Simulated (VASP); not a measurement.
# S (Fm-3m) in VASP: further runs

The runs below take S through single point, with PBE.

All numbers are computed with VASP 6.6.1; they aren't measurements. Logs are shortened: lines on timing, memory, paths and dates and some standing lists are left out, and cuts for length are marked.

**1. The cell of the first run**

The structure is cubic, space group Fm-3m (No. 225). The conventional cell has a = 3.687 Å, b = 3.687 Å, c = 3.687 Å, α = 90.00°, β = 90.00°, γ = 90.00°. S (site symmetry m-3m) has 12 S at 2.61 Å within 3.4 Å.

**2. Single point, PBE (volume scaled by 0.788, to set the pressure)**

Input file INCAR:

```
  PREC = Accurate
  ENCUT = 520
  EDIFF = 1E-6
  ISMEAR = -1
  SIGMA = 0.1
  LREAL = F
  LASPH = T
  NELM = 80
  ALGO = Normal
  ISIF = 2
  LWAVE = F
  LCHARG = T
  GGA = PE
  LELF = T
  LVHAR = T
  NBANDS = 9
```

Input file KPOINTS:

```
regular mesh
0
Gamma
  17 17 17
```

Input file POSCAR:

```
S
1.0
    0.0000000000      1.8435424372      1.8435424372
    1.8435424372      0.0000000000      1.8435424372
    1.8435424372      1.8435424372      0.0000000000
S
1
Direct
    0.0000000000      0.0000000000      0.0000000000
```

Potentials or basis: VASP PAW PBE potentials, release 64 (S).

Launch:

```bash
$ cat potpaw_PBE.64/S/POTCAR > POTCAR
$ mpirun -np 1 vasp_std > vasp.out
```

OUTCAR:

```text
PREC = Accurate
   ENCUT = 520
   EDIFF = 1E-6
   ISMEAR = -1
   LREAL = F
   LASPH = T
   NELM = 80
   ISIF = 2
   GGA = PE

 ion  position               nearest neighbor table
   1  0.000  0.000  0.000-

  LATTYP: Found a face centered cubic cell.
 ALAT       =     3.6870848744

  Lattice vectors:

 A1 = (   0.0000000000,   1.8435424372,   1.8435424372)
 A2 = (   1.8435424372,   0.0000000000,   1.8435424372)
 A3 = (   1.8435424372,   1.8435424372,   0.0000000000)

Analysis of symmetry for initial positions (statically):
=====================================================================
 Subroutine PRICEL returns:
 Original cell was already a primitive cell.

 Routine SETGRP: Setting up the symmetry group for a
 face centered cubic supercell.

 Subroutine GETGRP returns: Found 48 space group operations
 (whereof 48 operations were pure point group operations)
 out of a pool of 48 trial point group operations.

The static configuration has the point symmetry O_h .

Analysis of symmetry for dynamics (positions and initial velocities):
=====================================================================
 Subroutine PRICEL returns:
 Original cell was already a primitive cell.

 Routine SETGRP: Setting up the symmetry group for a
 face centered cubic supercell.

 Subroutine GETGRP returns: Found 48 space group operations
 (whereof 48 operations were pure point group operations)
 out of a pool of 48 trial point group operations.

The dynamic configuration has the point symmetry O_h .

 Subroutine INISYM returns: Found 48 space group operations
 (whereof 48 operations are pure point group operations),
 and found     1 'primitive' translations

----------------------------------------------------------------------------------------

                                     Primitive cell

  volume of cell :      12.5311

  direct lattice vectors                    reciprocal lattice vectors
     0.000000000  1.843542437  1.843542437    -0.271216973  0.271216973  0.271216973
     1.843542437  0.000000000  1.843542437     0.271216973 -0.271216973  0.271216973
     1.843542437  1.843542437  0.000000000     0.271216973  0.271216973 -0.271216973

  length of vectors
     2.607162717  2.607162717  2.607162717     0.469761578  0.469761578  0.469761578

  position of ions in fractional coordinates (direct lattice)
     0.000000000  0.000000000  0.000000000

  ion indices of the primitive-cell ions
   primitive index   ion index
                 1           1

----------------------------------------------------------------------------------------

 KPOINTS: regular mesh

Automatic generation of k-mesh.
 Grid dimensions read from file:
 generate k-points for:   17   17   17

 Generating k-lattice:

  Cartesian coordinates                     Fractional coordinates (reciprocal lattice)
    -0.015953940  0.015953940  0.015953940     0.058823529  0.000000000  0.000000000
     0.015953940 -0.015953940  0.015953940     0.000000000  0.058823529  0.000000000
     0.015953940  0.015953940 -0.015953940     0.000000000  0.000000000  0.058823529

  Length of vectors
     0.027633034  0.027633034  0.027633034

  Shift w.r.t. Gamma in fractional coordinates (k-lattice)
     0.000000000  0.000000000  0.000000000

 Subroutine IBZKPT returns following result:
 ===========================================

 Found    165 irreducible k-points:

 Following reciprocal coordinates:
            Coordinates               Weight
  0.000000  0.000000  0.000000      1.000000
  0.058824  0.000000  0.000000      8.000000
  0.117647  0.000000  0.000000      8.000000
  0.176471  0.000000  0.000000      8.000000
  0.235294  0.000000  0.000000      8.000000
  0.294118  0.000000  0.000000      8.000000
[... 16 lines left out ...]
 -0.176471  0.058824  0.000000     24.000000
 -0.117647  0.058824  0.000000     24.000000
 [... further k-points ...]
   k-points           NKPTS =    165   k-points in BZ     NKDIM =    165   number of bands    NBANDS=      9
   number of dos      NEDOS =    301   number of ions     NIONS =      1
   total plane-waves  NPLWV =   8000
   dimension x,y,z NGX =    20 NGY =   20 NGZ =   20
   dimension x,y,z NGXF=    40 NGYF=   40 NGZF=   40
   ions per type =               1
   NGX,Y,Z   is equivalent  to a cutoff of  12.75, 12.75, 12.75 a.u.
   NGXF,Y,Z  is equivalent  to a cutoff of  25.51, 25.51, 25.51 a.u.
 SYSTEM =  unknown system
   PREC   = accura    normal or accurate (medium, high low for compatibility)
   ISTART =      0    job   : 0-new  1-cont  2-samecut
   ICHARG =      2    charge: 1-file 2-atom 10-const
   ISPIN  =      1    spin polarized calculation?
   LNONCOLLINEAR =      F non collinear calculations
   LSORBIT =      F    spin-orbit coupling
   LASPH  =      T    aspherical Exc in radial PAW
   ENCUT  =  520.0 eV  38.22 Ry    6.18 a.u.   4.85  4.85  4.85*2*pi/ulx,y,z
   NELM   =     80;   NELMIN=  2; NELMDL= -5     # of ELM steps
   EDIFF  = 0.1E-05   stopping-criterion for ELM
   LREAL  =      F    real-space projection
   EDIFFG = 0.1E-04   stopping-criterion for IOM
   NSW    =      0    number of steps for IOM
   IBRION =     -1    ionic relax: 0-MD 1-quasi-New 2-CG
   NFREE  =      0    steps in history (QN), initial steepest desc. (CG)
   ISIF   =      2    stress and relaxation
   ISYM   =      2    0-nonsym 1-usesym 2-fastsym
   POTIM  = 0.5000    time-step for ionic-motion
   TEBEG  =    0.0;   TEEND  =   0.0 temperature during run
   PSTRESS=    0.0 pullay stress
   NELECT =       6.0000    total number of electrons
   NUPDOWN=      -1.0000    fix difference up-down
   EMIN   =  10.00;   EMAX   =-10.00  energy-range for DOS
   EFERMI =   0.00;   METHOD = LEGACY
   ISMEAR =    -1;   SIGMA  =   0.10  broadening in eV -4-tet -1-fermi 0-gaus
   EFERMI_NEDOS =   21; number of points for ismear=-14 and -15
   IALGO  =     38    algorithm
   IMIX   =      4    mixing-type and parameters
     AMIX     =   0.40;   BMIX     =  1.00
     AMIX_MAG =   1.60;   BMIX_MAG =  1.00
  volume/ion in A,a.u.               =      12.53        84.56
  Fermi-wavevector in a.u.,A,eV,Ry     =   1.280743  2.420254 22.317684  1.640304
  Thomas-Fermi vector in A             =   2.413154
   LORBIT       =      0    0 simple, 1 ext, 2 COOP (PROOUT), +10 PAW based schemes
   GGA     = PE    functional components
   LHFCALC =     F    Hartree Fock is set to
   AEXX    =    0.0000 exact exchange contribution
   IVDW    =     0    specifies the selected vdW correction
   LEPSILON=     F    determine dielectric tensor
   LRPA    =     F    only Hartree local field effects (RPA)
 non-spin polarized calculation
  energy-cutoff  :      520.00
  volume of cell :       12.53
 maximum number of plane-waves:       345
   NGX =  9   NGY =  9   NGZ =  9

 number of electron       5.9999999 magnetization

 Free energy of the ion-electron system (eV)
  ---------------------------------------------------
  ext. energy  EPLUGINS =         0.00000000
  ---------------------------------------------------
  free energy    TOTEN  =        -2.58651233 eV

  energy without entropy =       -2.56789113  energy(sigma->0) =       -2.57720173

 E-fermi :  11.2047     XC(G=0): -12.3212

 val. band max:       11.1524482985   @ k =  -0.2941   0.2941   0.1176
 cond. band min:      11.2104552421   @ k =  -0.4118   0.2941   0.0588
 fundamental gap:      0.0580069436
 Fermi energy:        11.2046536714

 k-point     1 :       0.0000    0.0000    0.0000
  band No.  band energies     occupation
      1      -8.1913      2.00000
      2      15.8541      0.00000
      3      15.8541      0.00000
      4      15.8541      0.00000
      5      23.3785      0.00000
      6      23.3785      0.00000
      7      23.3785      0.00000
      8      29.7328      0.00000
      9      29.9104      0.00000

 k-point     2 :       0.0588    0.0000    0.0000
  band No.  band energies     occupation
      1      -8.0886      2.00000
      2      15.1831      0.00000
      3      15.7487      0.00000
      4      15.7487      0.00000
      5      23.3082      0.00000
      6      23.5854      0.00000
      7      23.5854      0.00000
      8      29.5667      0.00000
      9      29.5684      0.00000

 k-point     3 :       0.1176    0.0000    0.0000
  band No.  band energies     occupation
      1      -7.7815      2.00000
      2      13.5153      0.00000
      3      15.4769      0.00000
      4      15.4769      0.00000
      5      23.0734      0.00000
      6      24.0899      0.00000
      7      24.0899      0.00000
      8      28.8614      0.00000
      9      28.8614      0.00000

 k-point     4 :       0.1765    0.0000    0.0000
  band No.  band energies     occupation
      1      -7.2729      2.00000
      2      11.3882      0.27525
      3      15.1288      0.00000
      4      15.1288      0.00000
      5      22.7291      0.00000
      6      24.5035      0.00000
      7      24.5035      0.00000
      8      28.4713      0.00000
      9      28.4713      0.00000

 k-point     5 :       0.2353    0.0000    0.0000
  band No.  band energies     occupation
      1      -6.5689      2.00000
      2       9.1283      2.00000
      3      14.7817      0.00000
      4      14.7817      0.00000
      5      22.3753      0.00000
      6      24.3426      0.00000
      7      24.3426      0.00000
      8      29.0083      0.00000
      9      29.0083      0.00000

 k-point     6 :       0.2941    0.0000    0.0000
  band No.  band energies     occupation
      1      -5.6820      2.00000
      2       6.9032      2.00000
      3      14.4819      0.00000
      4      14.4819      0.00000
      5      22.0735      0.00000
      6      23.7667      0.00000
      7      23.7667      0.00000
      8      30.3374      0.00000
      9      30.3377      0.00000
[... 169 lines left out ...]
 k-point    21 :      -0.2941    0.0588    0.0000
  band No.  band energies     occupation
      1      -5.2613      2.00000
      2       6.2608      2.00000
      3      13.3746      0.00000
      4      14.7010      0.00000
      5      22.4118      0.00000
      6      23.4407      0.00000
      7      23.5893      0.00000
      8      29.7215      0.00000
      9      30.5186      0.00000

 k-point    22 :      -0.2353    0.0588    0.0000
  band No.  band energies     occupation
      1      -6.2033      2.00000
      2       8.4396      2.00000
      3      13.6115      0.00000
      4      15.0654      0.00000
      5      22.6226      0.00000
      6      24.0001      0.00000
      7      24.3280      0.00000
      8      28.1950      0.00000
      9      29.5569      0.00000

 k-point    23 :      -0.1765    0.0588    0.0000
  band No.  band energies     occupation
      1      -6.9693      2.00000
      2      10.6809      1.98943
      3      13.9620      0.00000
      4      15.4204      0.00000
      5      22.8417      0.00000
      6      24.3332      0.00000
      7      24.8338      0.00000
      8      27.3768      0.00000
      9      28.7754      0.00000

 k-point    24 :      -0.1176    0.0588    0.0000
  band No.  band energies     occupation
      1      -7.5434      2.00000
      2      12.8281      0.00000
      3      14.4147      0.00000
      4      15.7053      0.00000
      5      23.0047      0.00000
      6      24.0565      0.00000
      7      24.7552      0.00000
      8      27.6859      0.00000
      9      28.8074      0.00000

 [... further k-points ...]

------------------------ aborting loop because EDIFF is reached ----------------------------------------

  FORCE on cell =-STRESS in cart. coord.  units (eV):
  Direction    XX          YY          ZZ          XY          YZ          ZX
  --------------------------------------------------------------------------------------
  -------------------------------------------------------------------------------------
  Total        2.3374909      2.3374909      2.3374909     -0.0000000     -0.0000000      0.0000000
  in kB      298.8622811    298.8622811    298.8622811     -0.0000000     -0.0000000      0.0000000
  external PRESSURE =     298.8622811 kB  Pullay stress =       0.0000000 kB

 VOLUME and BASIS-vectors are now :
 -----------------------------------------------------------------------------
  energy-cutoff  :      520.00
  volume of cell :       12.53
      direct lattice vectors                 reciprocal lattice vectors
     0.000000000  1.843542437  1.843542437    -0.271216973  0.271216973  0.271216973
     1.843542437  0.000000000  1.843542437     0.271216973 -0.271216973  0.271216973
     1.843542437  1.843542437  0.000000000     0.271216973  0.271216973 -0.271216973

 POSITION                                       TOTAL-FORCE (eV/Angst)
 -----------------------------------------------------------------------------------
      0.00000      0.00000      0.00000         0.000000      0.000000      0.000000
 -----------------------------------------------------------------------------------
    total drift:                                0.000000     -0.000000     -0.000000

  FREE ENERGIE OF THE ION-ELECTRON SYSTEM (eV)
  ---------------------------------------------------
  free  energy   TOTEN  =        -2.5865123291 eV

  energy  without entropy=       -2.5678911334  energy(sigma->0) =       -2.57720173
```

Wall time 12 s (1 thread of AMD EPYC 7R13 (Zen 3), shared host); peak memory 0.1 GiB.

What came out:

```yaml
Free_energy: -2.5865 eV
Pressure: 29.9 GPa
Band_gap_on_the_k_mesh: zero (band 3 reaches 15.85 eV, above the bottom of band 4 at 7.67 eV)
```

Levels at points of the mesh, in eV from the Fermi level:
```tsv
k point	band 1	band 2	band 3	band 4	band 5	band 6	band 7	band 8
(0.00, 0.00, 0.00)	-19.40	4.65	4.65	4.65	12.17	12.17	12.17	18.53
```

Caveat: the cell differs from its parent crystal (volume scaled by 0.788, to set the pressure).

[end of part 1 of 2]
